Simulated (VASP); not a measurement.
# Re (Fm-3m) in VASP: a series of runs

Runs on Re. Level: PBE. Tasks: single point.

All numbers are computed with VASP 6.6.1; they aren't measurements. Logs are shortened: lines on timing, memory, paths and dates and some standing lists are left out, and cuts for length are marked.

### Step 1. The cell of the first run

Symmetry: Fm-3m, No. 225, cubic system. Conventional cell: a = 3.752 Å, b = 3.752 Å, c = 3.752 Å, α = 90.00°, β = 90.00°, γ = 90.00°. Within 3.5 Å of Re (site symmetry m-3m) lie 12 Re at 2.65 Å.

This isn't the form of Re at room conditions, which is hcp.

### Step 2. Single point, PBE (13.21 Å³/atom)

Input file INCAR:

```
  PREC = Accurate
  ENCUT = 520
  EDIFF = 1E-6
  ISMEAR = -1
  SIGMA = 0.1
  LREAL = False
  LASPH = True
  NELM = 80
  ALGO = Normal
  ISIF = 2
  LWAVE = False
  LCHARG = False
  GGA = PE
  NBANDS = 10
```

Input file KPOINTS:

```
regular mesh
0
Gamma
  23 23 23
```

Input file POSCAR:

```
Re
1.0
    0.0000000000      1.8760285197      1.8760285197
    1.8760285197      0.0000000000      1.8760285197
    1.8760285197      1.8760285197      0.0000000000
Re
1
Direct
    0.0000000000      0.0000000000      0.0000000000
```

Potentials or basis: VASP PAW PBE potentials, release 64 (Re).

The run is started by

```bash
$ cat potpaw_PBE.64/Re/POTCAR > POTCAR
$ mpirun -np 1 vasp_std > vasp.out
```

OUTCAR:

```text
PREC = Accurate
   ENCUT = 520
   EDIFF = 1E-6
   ISMEAR = -1
   LREAL = False
   LASPH = True
   NELM = 80
   ISIF = 2
   GGA = PE

 ion  position               nearest neighbor table
   1  0.000  0.000  0.000-

  LATTYP: Found a face centered cubic cell.
 ALAT       =     3.7520570394

  Lattice vectors:

 A1 = (   0.0000000000,   1.8760285197,   1.8760285197)
 A2 = (   1.8760285197,   0.0000000000,   1.8760285197)
 A3 = (   1.8760285197,   1.8760285197,   0.0000000000)

Analysis of symmetry for initial positions (statically):
=====================================================================
 Subroutine PRICEL returns:
 Original cell was already a primitive cell.

 Routine SETGRP: Setting up the symmetry group for a
 face centered cubic supercell.

 Subroutine GETGRP returns: Found 48 space group operations
 (whereof 48 operations were pure point group operations)
 out of a pool of 48 trial point group operations.

The static configuration has the point symmetry O_h .

Analysis of symmetry for dynamics (positions and initial velocities):
=====================================================================
 Subroutine PRICEL returns:
 Original cell was already a primitive cell.

 Routine SETGRP: Setting up the symmetry group for a
 face centered cubic supercell.

 Subroutine GETGRP returns: Found 48 space group operations
 (whereof 48 operations were pure point group operations)
 out of a pool of 48 trial point group operations.

The dynamic configuration has the point symmetry O_h .

 Subroutine INISYM returns: Found 48 space group operations
 (whereof 48 operations are pure point group operations),
 and found     1 'primitive' translations

----------------------------------------------------------------------------------------

                                     Primitive cell

  volume of cell :      13.2053

  direct lattice vectors                    reciprocal lattice vectors
     0.000000000  1.876028520  1.876028520    -0.266520469  0.266520469  0.266520469
     1.876028520  0.000000000  1.876028520     0.266520469 -0.266520469  0.266520469
     1.876028520  1.876028520  0.000000000     0.266520469  0.266520469 -0.266520469

  length of vectors
     2.653104976  2.653104976  2.653104976     0.461626993  0.461626993  0.461626993

  position of ions in fractional coordinates (direct lattice)
     0.000000000  0.000000000  0.000000000

  ion indices of the primitive-cell ions
   primitive index   ion index
                 1           1

----------------------------------------------------------------------------------------

 KPOINTS: regular mesh

Automatic generation of k-mesh.
 Grid dimensions read from file:
 generate k-points for:   23   23   23

 Generating k-lattice:

  Cartesian coordinates                     Fractional coordinates (reciprocal lattice)
    -0.011587846  0.011587846  0.011587846     0.043478261  0.000000000  0.000000000
     0.011587846 -0.011587846  0.011587846     0.000000000  0.043478261  0.000000000
     0.011587846  0.011587846 -0.011587846     0.000000000  0.000000000  0.043478261

  Length of vectors
     0.020070739  0.020070739  0.020070739

  Shift w.r.t. Gamma in fractional coordinates (k-lattice)
     0.000000000  0.000000000  0.000000000

 Subroutine IBZKPT returns following result:
 ===========================================

 Found    364 irreducible k-points:

 Following reciprocal coordinates:
            Coordinates               Weight
  0.000000  0.000000  0.000000      1.000000
  0.043478  0.000000  0.000000      8.000000
  0.086957  0.000000  0.000000      8.000000
  0.130435  0.000000  0.000000      8.000000
  0.173913  0.000000  0.000000      8.000000
  0.217391  0.000000  0.000000      8.000000
[... 16 lines left out ...]
  0.478261  0.043478  0.000000     24.000000
 -0.478261  0.043478  0.000000     24.000000
 [... further k-points ...]
   k-points           NKPTS =    364   k-points in BZ     NKDIM =    364   number of bands    NBANDS=     10
   number of dos      NEDOS =    301   number of ions     NIONS =      1
   total plane-waves  NPLWV =   8000
   dimension x,y,z NGX =    20 NGY =   20 NGZ =   20
   dimension x,y,z NGXF=    40 NGYF=   40 NGZF=   40
   ions per type =               1
   NGX,Y,Z   is equivalent  to a cutoff of  12.53, 12.53, 12.53 a.u.
   NGXF,Y,Z  is equivalent  to a cutoff of  25.06, 25.06, 25.06 a.u.
 SYSTEM =  unknown system
   PREC   = accura    normal or accurate (medium, high low for compatibility)
   ISTART =      0    job   : 0-new  1-cont  2-samecut
   ICHARG =      2    charge: 1-file 2-atom 10-const
   ISPIN  =      1    spin polarized calculation?
   LNONCOLLINEAR =      F non collinear calculations
   LSORBIT =      F    spin-orbit coupling
   LASPH  =      T    aspherical Exc in radial PAW
   ENCUT  =  520.0 eV  38.22 Ry    6.18 a.u.   4.93  4.93  4.93*2*pi/ulx,y,z
   NELM   =     80;   NELMIN=  2; NELMDL= -5     # of ELM steps
   EDIFF  = 0.1E-05   stopping-criterion for ELM
   LREAL  =      F    real-space projection
   EDIFFG = 0.1E-04   stopping-criterion for IOM
   NSW    =      0    number of steps for IOM
   IBRION =     -1    ionic relax: 0-MD 1-quasi-New 2-CG
   NFREE  =      0    steps in history (QN), initial steepest desc. (CG)
   ISIF   =      2    stress and relaxation
   ISYM   =      2    0-nonsym 1-usesym 2-fastsym
   POTIM  = 0.5000    time-step for ionic-motion
   TEBEG  =    0.0;   TEEND  =   0.0 temperature during run
   PSTRESS=    0.0 pullay stress
   NELECT =       7.0000    total number of electrons
   NUPDOWN=      -1.0000    fix difference up-down
   EMIN   =  10.00;   EMAX   =-10.00  energy-range for DOS
   EFERMI =   0.00;   METHOD = LEGACY
   ISMEAR =    -1;   SIGMA  =   0.10  broadening in eV -4-tet -1-fermi 0-gaus
   EFERMI_NEDOS =   21; number of points for ismear=-14 and -15
   IALGO  =     38    algorithm
   IMIX   =      4    mixing-type and parameters
     AMIX     =   0.40;   BMIX     =  1.00
     AMIX_MAG =   1.60;   BMIX_MAG =  1.00
  volume/ion in A,a.u.               =      13.21        89.11
  Fermi-wavevector in a.u.,A,eV,Ry     =   1.324925  2.503746 23.884037  1.755427
  Thomas-Fermi vector in A             =   2.454424
   LORBIT       =      0    0 simple, 1 ext, 2 COOP (PROOUT), +10 PAW based schemes
   GGA     = PE    functional components
   LHFCALC =     F    Hartree Fock is set to
   AEXX    =    0.0000 exact exchange contribution
   IVDW    =     0    specifies the selected vdW correction
   LEPSILON=     F    determine dielectric tensor
   LRPA    =     F    only Hartree local field effects (RPA)
 non-spin polarized calculation
  energy-cutoff  :      520.00
  volume of cell :       13.21
 maximum number of plane-waves:       365
   NGX =  9   NGY =  9   NGZ =  9

 number of electron       7.0000000 magnetization

 Free energy of the ion-electron system (eV)
  ---------------------------------------------------
  ext. energy  EPLUGINS =         0.00000000
  ---------------------------------------------------
  free energy    TOTEN  =       -12.06886714 eV

  energy without entropy =      -12.04339990  energy(sigma->0) =      -12.05613352

 E-fermi :   9.5972     XC(G=0): -14.3353

 val. band max:        9.5964924533   @ k =  -0.1304   0.2174   0.0870
 cond. band min:       9.5993528863   @ k =   0.3043   0.2174   0.0435
 fundamental gap:      0.0028604330
 Fermi energy:         9.5971503809

 k-point     1 :       0.0000    0.0000    0.0000
  band No.  band energies     occupation
      1      -1.3235      2.00000
      2       7.3317      2.00000
      3       7.3317      2.00000
      4       7.3317      2.00000
      5      11.0866      0.00000
      6      11.0866      0.00000
      7      23.5512      0.00000
      8      29.8585      0.00000
      9      29.8585      0.00000
     10      29.8585      0.00000

 k-point     2 :       0.0435    0.0000    0.0000
  band No.  band energies     occupation
      1      -1.2225      2.00000
      2       7.2585      2.00000
      3       7.3806      2.00000
      4       7.3806      2.00000
      5      11.0422      0.00000
      6      11.0422      0.00000
      7      23.7537      0.00000
      8      29.3158      0.00000
      9      30.0472      0.00000
     10      30.0472      0.00000

 k-point     3 :       0.0870    0.0000    0.0000
  band No.  band energies     occupation
      1      -0.9272      2.00000
      2       7.0604      2.00000
      3       7.5162      2.00000
      4       7.5162      2.00000
      5      10.9291      0.00000
      6      10.9291      0.00000
      7      24.3260      0.00000
      8      28.2264      0.00000
      9      30.6013      0.00000
     10      30.6013      0.00000

 k-point     4 :       0.1304    0.0000    0.0000
  band No.  band energies     occupation
      1      -0.4629      2.00000
      2       6.7953      2.00000
      3       7.7008      2.00000
      4       7.7008      2.00000
      5      10.8073      0.00001
      6      10.8073      0.00001
      7      25.1114      0.00000
      8      27.1701      0.00000
      9      31.4890      0.00000
     10      31.4890      0.00000
[... 222 lines left out ...]
 k-point    22 :       0.4348    0.0435    0.0000
  band No.  band energies     occupation
      1       1.9678      2.00000
      2       7.0500      2.00000
      3       7.2870      2.00000
      4       9.0157      1.99405
      5      13.5938      0.00000
      6      13.8520      0.00000
      7      21.6280      0.00000
      8      24.3818      0.00000
      9      31.5715      0.00000
     10      32.3422      0.00000

 k-point    23 :       0.4783    0.0435    0.0000
  band No.  band energies     occupation
      1       1.9460      2.00000
      2       6.9648      2.00000
      3       7.1831      2.00000
      4       9.6539      0.72382
      5      14.1001      0.00000
      6      14.1341      0.00000
      7      21.2990      0.00000
      8      23.5223      0.00000
      9      31.0357      0.00000
     10      31.3828      0.00000

 k-point    24 :      -0.4783    0.0435    0.0000
  band No.  band energies     occupation
      1       1.9391      2.00000
      2       6.9538      2.00000
      3       7.1456      2.00000
      4       9.8405      0.16137
      5      14.0469      0.00000
      6      14.3917      0.00000
      7      21.1995      0.00000
      8      23.3052      0.00000
      9      30.9461      0.00000
     10      31.0836      0.00000

 [... further k-points ...]

------------------------ aborting loop because EDIFF is reached ----------------------------------------

  FORCE on cell =-STRESS in cart. coord.  units (eV):
  Direction    XX          YY          ZZ          XY          YZ          ZX
  --------------------------------------------------------------------------------------
  -------------------------------------------------------------------------------------
  Total        5.1128241      5.1128241      5.1128241      0.0000000      0.0000000      0.0000000
  in kB      620.3304975    620.3304975    620.3304975      0.0000000      0.0000000      0.0000000
  external PRESSURE =     620.3304975 kB  Pullay stress =       0.0000000 kB

 VOLUME and BASIS-vectors are now :
 -----------------------------------------------------------------------------
  energy-cutoff  :      520.00
  volume of cell :       13.21
      direct lattice vectors                 reciprocal lattice vectors
     0.000000000  1.876028520  1.876028520    -0.266520469  0.266520469  0.266520469
     1.876028520  0.000000000  1.876028520     0.266520469 -0.266520469  0.266520469
     1.876028520  1.876028520  0.000000000     0.266520469  0.266520469 -0.266520469

 POSITION                                       TOTAL-FORCE (eV/Angst)
 -----------------------------------------------------------------------------------
      0.00000      0.00000      0.00000        -0.000000     -0.000000      0.000000
 -----------------------------------------------------------------------------------
    total drift:                                0.000000      0.000000     -0.000000

  FREE ENERGIE OF THE ION-ELECTRON SYSTEM (eV)
  ---------------------------------------------------
  free  energy   TOTEN  =       -12.0688671376 eV

  energy  without entropy=      -12.0433999034  energy(sigma->0) =      -12.05613352
```

Run time: 28 s. Hardware: 1 thread of Intel Xeon Platinum 8375C at 2.90GHz (Ice Lake), shared host; peak memory 0.17 GiB.

Results:

```yaml
Free_energy: -12.0689 eV
Pressure: 62.0 GPa
Band_gap_on_the_k_mesh: zero (an odd number of electrons rules out a gap without spin polarisation)
```

Caveat: the cell stands under pressure; spin-orbit coupling is left out, which moves the levels of the heavy elements.

### Step 3. Single point, PBE (13.81 Å³/atom)

This run uses another cell than the first one, of 13.81 Å³/atom.

Input file INCAR:

```
SYSTEM = Re
PREC = Accurate
ENCUT = 520
EDIFF = 1E-6
ISMEAR = -1
SIGMA = 0.1
LREAL = .FALSE.
LASPH = .TRUE.
NELM = 60
ALGO = Normal
ISIF = 2
LWAVE = .FALSE.
LCHARG = .FALSE.
GGA = PE
NBANDS = 10
```

Input file KPOINTS:

```
regular mesh
0
G
  23 23 23
  0 0 0
```

Input file POSCAR:

```
Re
1.0
    0.0000000000      1.9040330741      1.9040330741
    1.9040330741      0.0000000000      1.9040330741
    1.9040330741      1.9040330741      0.0000000000
Re
1
Direct
    0.0000000000      0.0000000000      0.0000000000
```

Potentials or basis: VASP PAW PBE potentials, release 64 (Re).

The run is started by

```bash
$ cat potpaw_PBE.64/Re/POTCAR > POTCAR
$ mpirun -np 1 vasp_std > vasp.out
```

Run time: 30 s. Hardware: 1 thread of Intel Xeon Platinum 8375C at 2.90GHz (Ice Lake), shared host; peak memory 0.17 GiB.

Results (log left out):

* Free energy: -12.2519 eV
* Pressure: 36.4 GPa
* Band gap on the k mesh: zero (an odd number of electrons rules out a gap without spin polarisation)

Levels at points of the mesh, in eV from the Fermi level:
```csv
k point,band 2,band 3,band 4,band 5,band 6,band 7
"(0.00, 0.00, 0.00)",-2.12,-2.12,-2.12,1.40,1.40,13.94
```

Caveat: the cell stands under pressure; spin-orbit coupling is left out, which moves the levels of the heavy elements.
